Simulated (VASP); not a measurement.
Input of a VASP 6.6.1 run:

The input POSCAR:

```
Ti
1.0
    0.0000000000      2.0300000000      2.2583750000
    2.0300000000      0.0000000000      2.2583750000
    2.0300000000      2.0300000000      0.0000000000
Ti
1
Direct
    0.0000000000      0.0000000000      0.0000000000
```

INCAR.step1

```
PREC = Accurate
ENCUT = 520
ISMEAR = 0
SIGMA = 0.15
LREAL = F
LASPH = T
NELM = 100
NBANDS = 12
GGA = PE
ALGO = Normal
EDIFF = 1E-4
LWAVE = T
LCHARG = F
```

File INCAR.step2:

```
PREC = Accurate
ENCUT = 520
EDIFF = 1E-6
ISMEAR = 0
SIGMA = 0.15
LREAL = F
LASPH = T
NELM = 100
ALGO = Normal
ISIF = 2
LWAVE = F
LCHARG = F
METAGGA = R2SCAN
LMIXTAU = T
NBANDS = 12
ISTART = 1
```

The input KPOINTS:

```
regular mesh
0
Gamma
  20 20 20
```

Potentials or basis: VASP PAW PBE potentials, release 64 (Ti_sv).

Launch:

```sh
$ cat potpaw_PBE.64/Ti_sv/POTCAR > POTCAR
$ cp INCAR.step1 INCAR
$ mpirun -np 1 vasp_std > vasp.out
$ cp INCAR.step2 INCAR
$ mpirun -np 1 vasp_std > vasp.out
```

Question: Predict the pressure.

Answer: -6.8 GPa.

Question: Predict the band gap on the k mesh.

Answer: Zero (bands 6 and 7 overlap by 1.24 eV).

Stress tensor (GPa, compression positive):
```
-5.57  0.00  0.00
 0.00 -5.57  0.00
 0.00  0.00 -9.24
```

Caveat: the cell differs from its parent crystal (strain +0.1125 x Voigt [0, 0, 1, 0, 0, 0]); the cell stands under tension; the PAW data sets were made with another functional, which shifts forces and pressure a little.
